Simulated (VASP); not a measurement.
# NaI (Fm-3m) in VASP: single point with PBE

Aim: the single point of NaI with PBE.

Everything below comes from runs of VASP 6.6.1. Logs are shortened: lines on timing, memory, paths and dates and some standing lists are left out, and cuts for length are marked.

## Step 1: The cell of the first run

Symmetry: Fm-3m, No. 225, cubic system. Conventional cell: a = 6.473 Å, b = 6.473 Å, c = 6.473 Å, α = 90.00°, β = 90.00°, γ = 90.00°. Na (site symmetry m-3m) has 6 I at 3.24 Å within 4.3 Å. I (site symmetry m-3m) has 6 Na at 3.24 Å within 4.3 Å.

## Step 2: Single point, PBE

File INCAR:

```
  PREC = Accurate
  ENCUT = 500
  EDIFF = 1E-6
  ISMEAR = 0
  SIGMA = 0.01
  LREAL = False
  LASPH = True
  NELM = 120
  ALGO = Normal
  ISIF = 2
  LWAVE = False
  LCHARG = True
  GGA = PE
  LELF = True
  LVHAR = True
  NBANDS = 14
  GGA_COMPAT = False
```

File KPOINTS:

```
regular mesh
0
Gamma
  4 4 4
```

File POSCAR:

```
NaI
1.0
    0.0000000000      3.2364000000      3.2364000000
    3.2364000000      0.0000000000      3.2364000000
    3.2364000000      3.2364000000      0.0000000000
Na I
1 1
Direct
    0.0000000000      0.0000000000      0.0000000000
    0.5000000000      0.5000000000      0.5000000000
```

Potentials or basis: VASP PAW PBE potentials, release 64 (Na_pv, I).

On the command line:

```
$ cat potpaw_PBE.64/Na_pv/POTCAR potpaw_PBE.64/I/POTCAR > POTCAR
$ mpirun -np 1 vasp_std > vasp.out
```

OUTCAR:

```text
PREC = Accurate
   ENCUT = 500
   EDIFF = 1E-6
   ISMEAR = 0
   LREAL = False
   LASPH = True
   NELM = 120
   ISIF = 2
   GGA = PE

 ion  position               nearest neighbor table
   1  0.000  0.000  0.000-
   2  0.500  0.500  0.500-

  LATTYP: Found a face centered cubic cell.
 ALAT       =     6.4728000000

  Lattice vectors:

 A1 = (   0.0000000000,   3.2364000000,   3.2364000000)
 A2 = (   3.2364000000,   0.0000000000,   3.2364000000)
 A3 = (   3.2364000000,   3.2364000000,   0.0000000000)

Analysis of symmetry for initial positions (statically):
=====================================================================
 Subroutine PRICEL returns:
 Original cell was already a primitive cell.

 Routine SETGRP: Setting up the symmetry group for a
 face centered cubic supercell.

 Subroutine GETGRP returns: Found 48 space group operations
 (whereof 48 operations were pure point group operations)
 out of a pool of 48 trial point group operations.

The static configuration has the point symmetry O_h .

Analysis of symmetry for dynamics (positions and initial velocities):
=====================================================================
 Subroutine PRICEL returns:
 Original cell was already a primitive cell.

 Routine SETGRP: Setting up the symmetry group for a
 face centered cubic supercell.

 Subroutine GETGRP returns: Found 48 space group operations
 (whereof 48 operations were pure point group operations)
 out of a pool of 48 trial point group operations.

The dynamic configuration has the point symmetry O_h .

 Subroutine INISYM returns: Found 48 space group operations
 (whereof 48 operations are pure point group operations),
 and found     1 'primitive' translations

----------------------------------------------------------------------------------------

                                     Primitive cell

  volume of cell :      67.7980

  direct lattice vectors                    reciprocal lattice vectors
     0.000000000  3.236400000  3.236400000    -0.154492646  0.154492646  0.154492646
     3.236400000  0.000000000  3.236400000     0.154492646 -0.154492646  0.154492646
     3.236400000  3.236400000  0.000000000     0.154492646  0.154492646 -0.154492646

  length of vectors
     4.576960773  4.576960773  4.576960773     0.267589113  0.267589113  0.267589113

  position of ions in fractional coordinates (direct lattice)
     0.000000000  0.000000000  0.000000000
     0.500000000  0.500000000  0.500000000

  ion indices of the primitive-cell ions
   primitive index   ion index
                 1           1
                 2           2

----------------------------------------------------------------------------------------

 KPOINTS: regular mesh

Automatic generation of k-mesh.
 Grid dimensions read from file:
 generate k-points for:    4    4    4

 Generating k-lattice:

  Cartesian coordinates                     Fractional coordinates (reciprocal lattice)
    -0.038623162  0.038623162  0.038623162     0.250000000  0.000000000  0.000000000
     0.038623162 -0.038623162  0.038623162     0.000000000  0.250000000  0.000000000
     0.038623162  0.038623162 -0.038623162     0.000000000  0.000000000  0.250000000

  Length of vectors
     0.066897278  0.066897278  0.066897278

  Shift w.r.t. Gamma in fractional coordinates (k-lattice)
     0.000000000  0.000000000  0.000000000

 Subroutine IBZKPT returns following result:
 ===========================================

 Found      8 irreducible k-points:

 Following reciprocal coordinates:
            Coordinates               Weight
  0.000000  0.000000  0.000000      1.000000
  0.250000  0.000000  0.000000      8.000000
  0.500000  0.000000  0.000000      4.000000
  0.250000  0.250000  0.000000      6.000000
  0.500000  0.250000  0.000000     24.000000
 -0.250000  0.250000  0.000000     12.000000
  0.500000  0.500000  0.000000      3.000000
 -0.250000  0.500000  0.250000      6.000000
   k-points           NKPTS =      8   k-points in BZ     NKDIM =      8   number of bands    NBANDS=     14
   number of dos      NEDOS =    301   number of ions     NIONS =      2
   total plane-waves  NPLWV =  46656
   dimension x,y,z NGX =    36 NGY =   36 NGZ =   36
   dimension x,y,z NGXF=    72 NGYF=   72 NGZF=   72
   ions per type =               1   1
   NGX,Y,Z   is equivalent  to a cutoff of  13.08, 13.08, 13.08 a.u.
   NGXF,Y,Z  is equivalent  to a cutoff of  26.15, 26.15, 26.15 a.u.
 SYSTEM =  unknown system
   PREC   = accura    normal or accurate (medium, high low for compatibility)
   ISTART =      0    job   : 0-new  1-cont  2-samecut
   ICHARG =      2    charge: 1-file 2-atom 10-const
   ISPIN  =      1    spin polarized calculation?
   LNONCOLLINEAR =      F non collinear calculations
   LSORBIT =      F    spin-orbit coupling
   LASPH  =      T    aspherical Exc in radial PAW
   ENCUT  =  500.0 eV  36.75 Ry    6.06 a.u.   8.34  8.34  8.34*2*pi/ulx,y,z
   NELM   =    120;   NELMIN=  2; NELMDL= -5     # of ELM steps
   EDIFF  = 0.1E-05   stopping-criterion for ELM
   LREAL  =      F    real-space projection
   EDIFFG = 0.1E-04   stopping-criterion for IOM
   NSW    =      0    number of steps for IOM
   IBRION =     -1    ionic relax: 0-MD 1-quasi-New 2-CG
   NFREE  =      0    steps in history (QN), initial steepest desc. (CG)
   ISIF   =      2    stress and relaxation
   ISYM   =      2    0-nonsym 1-usesym 2-fastsym
   POTIM  = 0.5000    time-step for ionic-motion
   TEBEG  =    0.0;   TEEND  =   0.0 temperature during run
   PSTRESS=    0.0 pullay stress
   NELECT =      14.0000    total number of electrons
   NUPDOWN=      -1.0000    fix difference up-down
   EMIN   =  10.00;   EMAX   =-10.00  energy-range for DOS
   EFERMI =   0.00;   METHOD = LEGACY
   ISMEAR =     0;   SIGMA  =   0.01  broadening in eV -4-tet -1-fermi 0-gaus
   EFERMI_NEDOS =   21; number of points for ismear=-14 and -15
   IALGO  =     38    algorithm
   IMIX   =      4    mixing-type and parameters
     AMIX     =   0.40;   BMIX     =  1.00
     AMIX_MAG =   1.60;   BMIX_MAG =  1.00
  volume/ion in A,a.u.               =      33.90       228.76
  Fermi-wavevector in a.u.,A,eV,Ry     =   0.967636  1.828567 12.739397  0.936319
  Thomas-Fermi vector in A             =   2.097538
   LORBIT       =      0    0 simple, 1 ext, 2 COOP (PROOUT), +10 PAW based schemes
   GGA     = PE    functional components
   LHFCALC =     F    Hartree Fock is set to
   AEXX    =    0.0000 exact exchange contribution
   IVDW    =     0    specifies the selected vdW correction
   LEPSILON=     F    determine dielectric tensor
   LRPA    =     F    only Hartree local field effects (RPA)
 non-spin polarized calculation
 Gauss-broadening in eV      SIGMA  =   0.01
  energy-cutoff  :      500.00
  volume of cell :       67.80
 maximum number of plane-waves:      1759
 NGX is ok and might be reduce to    36
   NGX = 17   NGY = 17   NGZ = 17

 number of electron      13.9999993 magnetization

 Free energy of the ion-electron system (eV)
  ---------------------------------------------------
  ext. energy  EPLUGINS =         0.00000000
  ---------------------------------------------------
  free energy    TOTEN  =        -5.37936123 eV

  energy without entropy =       -5.37936123  energy(sigma->0) =       -5.37936123

 E-fermi :   0.9348     XC(G=0):  -7.7023

 val. band max:        0.8116811098   @ k =   0.0000   0.0000   0.0000
 cond. band min:       4.4501894935   @ k =   0.0000   0.0000   0.0000
 fundamental gap:      3.6385083838
 Fermi energy:         0.9347944716

 k-point     1 :       0.0000    0.0000    0.0000
  band No.  band energies     occupation
      1     -21.6361      2.00000
      2     -21.6361      2.00000
      3     -21.6361      2.00000
      4     -10.2046      2.00000
      5       0.8117      2.00000
      6       0.8117      2.00000
      7       0.8117      2.00000
      8       4.4502      0.00000
      9       8.7387      0.00000
     10       8.7387      0.00000
     11       8.7387      0.00000
     12      10.5566      0.00000
     13      10.5566      0.00000
     14      11.2460      0.00000

 k-point     2 :       0.2500    0.0000    0.0000
  band No.  band energies     occupation
      1     -21.6387      2.00000
      2     -21.6363      2.00000
      3     -21.6363      2.00000
      4     -10.0537      2.00000
      5      -0.4797      2.00000
      6       0.6648      2.00000
      7       0.6648      2.00000
      8       5.7365      0.00000
      9       8.3118      0.00000
     10       8.7739      0.00000
     11       8.7739      0.00000
     12      10.3469      0.00000
     13      10.3469      0.00000
     14      11.2262      0.00000

 k-point     3 :       0.5000    0.0000    0.0000
  band No.  band energies     occupation
      1     -21.6414      2.00000
      2     -21.6364      2.00000
      3     -21.6364      2.00000
      4      -9.8904      2.00000
      5      -1.3697      2.00000
      6       0.5303      2.00000
      7       0.5303      2.00000
      8       5.9029      0.00000
      9       8.2527      0.00000
     10       8.2527      0.00000
     11       9.5390      0.00000
     12      11.1165      0.00000
     13      13.0686      0.00000
     14      13.0686      0.00000
[... 52 lines left out ...]
 k-point     7 :       0.5000    0.5000    0.0000
  band No.  band energies     occupation
      1     -21.6401      2.00000
      2     -21.6378      2.00000
      3     -21.6378      2.00000
      4      -9.8135      2.00000
      5      -1.0904      2.00000
      6       0.0676      2.00000
      7       0.0676      2.00000
      8       5.3016      0.00000
      9       6.3646      0.00000
     10      10.6833      0.00000
     11      12.1122      0.00000
     12      12.1122      0.00000
     13      12.3766      0.00000
     14      14.0287      0.00000

 k-point     8 :      -0.2500    0.5000    0.2500
  band No.  band energies     occupation
      1     -21.6389      2.00000
      2     -21.6389      2.00000
      3     -21.6379      2.00000
      4      -9.8050      2.00000
      5      -0.5943      2.00000
      6      -0.5943      2.00000
      7      -0.1207      2.00000
      8       6.6301      0.00000
      9       8.2905      0.00000
     10       8.2905      0.00000
     11       8.7183      0.00000
     12      12.7879      0.00000
     13      12.7879      0.00000
     14      13.5065      0.00000

------------------------ aborting loop because EDIFF is reached ----------------------------------------

  FORCE on cell =-STRESS in cart. coord.  units (eV):
  Direction    XX          YY          ZZ          XY          YZ          ZX
  --------------------------------------------------------------------------------------
  -------------------------------------------------------------------------------------
  Total        0.2007021      0.2007021      0.2007021     -0.0000000     -0.0000000     -0.0000000
  in kB        4.7429205      4.7429205      4.7429205     -0.0000000     -0.0000000     -0.0000000
  external PRESSURE =       4.7429205 kB  Pullay stress =       0.0000000 kB

 VOLUME and BASIS-vectors are now :
 -----------------------------------------------------------------------------
  energy-cutoff  :      500.00
  volume of cell :       67.80
      direct lattice vectors                 reciprocal lattice vectors
     0.000000000  3.236400000  3.236400000    -0.154492646  0.154492646  0.154492646
     3.236400000  0.000000000  3.236400000     0.154492646 -0.154492646  0.154492646
     3.236400000  3.236400000  0.000000000     0.154492646  0.154492646 -0.154492646

 POSITION                                       TOTAL-FORCE (eV/Angst)
 -----------------------------------------------------------------------------------
      0.00000      0.00000      0.00000         0.000000      0.000000      0.000000
      3.23640      3.23640      3.23640         0.000000      0.000000      0.000000
 -----------------------------------------------------------------------------------
    total drift:                                0.000000      0.000000      0.000000

  FREE ENERGIE OF THE ION-ELECTRON SYSTEM (eV)
  ---------------------------------------------------
  free  energy   TOTEN  =        -5.3793612298 eV

  energy  without entropy=       -5.3793612298  energy(sigma->0) =       -5.37936123
```

Wall time 6.4 s (1 thread of Intel Xeon 6975P-C (Granite Rapids), shared host); peak memory 0.2 GiB.

Results:

```yaml
Free_energy: -5.3794 eV
Pressure: 0.5 GPa
Band_gap_on_the_k_mesh: 3.64 eV, direct
```

Levels at points of the mesh, in eV from the valence-band top:
| k point | band 5 | band 6 | band 7 | band 8 | band 9 | band 10 |
| --- | --- | --- | --- | --- | --- | --- |
| (0.00, 0.00, 0.00) | 0.00 | 0.00 | 0.00 | 3.64 | 7.93 | 7.93 |
| (0.50, 0.00, 0.00) | -2.18 | -0.28 | -0.28 | 5.09 | 7.44 | 7.44 |
| (0.50, 0.50, 0.00) | -1.90 | -0.74 | -0.74 | 4.49 | 5.55 | 9.87 |

Caveat: the k points lie up to 0.42 Å⁻¹ apart; spin-orbit coupling is left out, which moves the levels of the heavy elements.
